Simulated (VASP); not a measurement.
Crystal: Fe2O3.

```
Fe O
1.0
     2.51900    1.45435    4.59067
    -2.51900    1.45435    4.59067
     0.00000   -2.90869    4.59067
Fe O
4 6
Direct
  0.35530 0.35530 0.35530
  0.14470 0.14470 0.14470
  0.64470 0.64470 0.64470
  0.85530 0.85530 0.85530
  0.55590 0.25000 0.94410
  0.25000 0.94410 0.55590
  0.94410 0.55590 0.25000
  0.44410 0.75000 0.05590
  0.75000 0.05590 0.44410
  0.05590 0.44410 0.75000
```

Base run:

- Program: VASP 6.6.1
- Functional: PBE exchange alone
- Potentials or basis: VASP PAW PBE potentials, release 64 (Fe, O)
- Cutoff: 600 eV
- k mesh: 7 × 7 × 7
- Occupations: fermi-dirac, width 0.05 eV
- Spin: collinear spin, ferromagnetic start
- Starting moments: [3.0, 3.0, 3.0, 3.0, 0.0, 0.0, 0.0, 0.0, 0.0, 0.0] μB

Its results: pressure 25.7 GPa; net moment 17.46 μB per cell; site moments Fe +3.77; O +0.30 μB; largest force 0.274 eV/Å.

**Question.** The run is repeated on the same cell with these changes: functional from PBE exchange alone to PBE; k mesh from 7 × 7 × 7 to 4 × 4 × 4. What comes out?

**Answer.** Pressure -5.1 GPa; net moment 13.53 μB per cell; site moments Fe +3.08; O +0.14 μB; largest force 0.923 eV/Å.

Several settings changed at once.

Caveats: some runs use coarse meshes; the run started ferromagnetic, and an antiferromagnetic order may lie lower in energy; the cell stands under pressure (at least some runs).
